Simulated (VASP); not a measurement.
Write the native input for VASP 6.6.1 that does the following.

```yaml
Task: single point
Functional: PBE
Potentials_or_basis: VASP PAW PBE potentials, release 64 (Si, C)
Cutoff: 600 eV
k_mesh: 10 × 10 × 10
Occupations: gaussian, width 0.02 eV
Spin: collinear spin
Starting_moments: "[0.2, 0.2] μB"
Dipole_correction: no
Further_INCAR_settings: ALGO = Normal; EDIFF = 1e-06; NBANDS = 15
```

The structure of SiC lies in POSCAR:

```
SiC
1.0
    0.0000000000      2.1898675892      2.1898675892
    2.1898675892      0.0000000000      2.1898675892
    2.1898675892      2.1898675892      0.0000000000
Si C
1 1
Direct
    0.0000000000      0.0000000000      0.0000000000
    0.2500000000      0.2500000000      0.2500000000
```

One way to write it, as run:

INCAR

```
SYSTEM = SiC
ALGO     = Normal         ! electronic algorithm
EDIFF    = 1E-6           ! SCF threshold, eV
ENCUT    = 600            ! plane-wave cutoff, eV
GGA      = PE             ! functional
GGA_COMPAT= .FALSE.      
ISIF     = 2              ! what is computed and relaxed
ISMEAR   = 0              ! smearing method
ISPIN    = 2              ! spin polarisation
LASPH    = .TRUE.         ! aspherical terms in the spheres
LCHARG   = .FALSE.        ! write CHGCAR
LORBIT   = 11             ! projections on sites
LREAL    = .FALSE.        ! projectors in reciprocal space
LWAVE    = .FALSE.        ! write WAVECAR
MAGMOM   = 0.2 0.2        ! initial moments
NBANDS   = 15             ! bands
NELM     = 200            ! most SCF steps
PREC     = Accurate       ! precision mode
SIGMA    = 0.02           ! smearing width, eV
```

KPOINTS

```
k-points
0
G
  10 10 10
  0 0 0
```

Potentials or basis: VASP PAW PBE potentials, release 64 (Si, C).

Run with:

```bash
$ cat potpaw_PBE.64/Si/POTCAR potpaw_PBE.64/C/POTCAR > POTCAR
$ mpirun -np 1 vasp_std > vasp.out
```

It gave:

- Pressure: -0.2 GPa
- Band gap on the k mesh: 1.37 eV (least direct gap 4.53 eV)
- Net moment: 0.00 μB per cell
- Valence electrons inside the program's atomic spheres: Si 1.67; C 2.53

Wall time 44 s on 1 thread of AMD EPYC 7R43 64-Core Processor (Zen 3), on a shared host, peak memory 0.15 GiB.
